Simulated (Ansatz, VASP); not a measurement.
SiMo3 in VASP and in Ansatz

The input INCAR:

```
SYSTEM = SiMo3
  PREC = Accurate
  ENCUT = 520
  EDIFF = 1E-6
  ISMEAR = 0
  SIGMA = 0.15
  LREAL = .False.
  LASPH = .True.
  NELM = 80
  ALGO = Fast
  ISIF = 2
  LWAVE = .False.
  LCHARG = .False.
  GGA = PS
  NBANDS = 56
```

File KPOINTS:

```
Automatic mesh
0
Gamma
  8 8 8
  0 0 0
```

File POSCAR:

```
SiMo3
1.0
    4.8615851677      0.0000000000      0.0000000000
    0.0000000000      4.8615851677      0.0000000000
    0.0000000000      0.0000000000      4.8615851677
Si Mo
2 6
Direct
    0.0000000000      0.0070773926      0.0000000000
    0.5000000000      0.5070773926      0.5000000000
    0.2500000000      0.0105345078      0.5000000000
    0.5000000000      0.7268593995      0.0000000000
    0.7500000000      0.0105345078      0.5000000000
    0.5000000000      0.2268593995      0.0000000000
    0.0000000000      0.5105345078      0.7500000000
    0.0000000000      0.5105345078      0.2500000000
```

Input for Ansatz:

```yaml
crystal:
  lattice:
    - [4.8615851677, 0.0, 0.0]
    - [0.0, 4.8615851677, 0.0]
    - [0.0, 0.0, 4.8615851677]
  atoms:
    - { symbol: Si, position: [0.0, 0.0070773926, 0.0] }
    - { symbol: Si, position: [0.5, 0.5070773926, 0.5] }
    - { symbol: Mo, position: [0.25, 0.0105345078, 0.5] }
    - { symbol: Mo, position: [0.5, 0.7268593995, 0.0] }
    - { symbol: Mo, position: [0.75, 0.0105345078, 0.5] }
    - { symbol: Mo, position: [0.5, 0.2268593995, 0.0] }
    - { symbol: Mo, position: [0.0, 0.5105345078, 0.75] }
    - { symbol: Mo, position: [0.0, 0.5105345078, 0.25] }
basis:
  ecutwfc: 420
kpoints:
  mp_grid: { grid: [8, 8, 8] }
hamiltonian:
  xc: pbesol
scf:
  occupations: { method: gaussian, width: 0.15 }
output:
  forces: true
  stress: true
  eigenvalues: true
```

Change from the starting cell: mode 4 (147.8 1/cm) frozen in, largest displacement +0.113 Å.

Alike in both runs: task single point; functional PBEsol; k mesh 8 × 8 × 8; occupations gaussian, width 0.15 eV; no spin polarisation.

|  | VASP | Ansatz |
| --- | --- | --- |
| version | VASP 6.6.1 | Ansatz 0.2.0 |
| potentials or method | VASP PAW PBE potentials, release 64 (Si, Mo_sv), cutoff 520 eV | scalar-relativistic, plane waves, PAW |
| valence electrons in the cell | 92 | 92 |

```csv
,VASP,Ansatz,Ansatz less VASP
gap on the k mesh at the Fermi level (eV),none,none,-
pressure (GPa),1.1,0.5,-0.61
"traceless stress, the component that is largest in VASP (GPa)",-0.14,-0.13,+0.004
rms of the force components (eV/Å),0.300,0.299,-0.0011
```

VASP's potentials were made for PBE, not for PBEsol. Atom by atom the forces differ by 0.001 eV/Å (rms over components). A gap of «none» marks a metal or a gap that the smearing closes. The functional is the same, so the differences come from potentials, cutoffs and numerics.
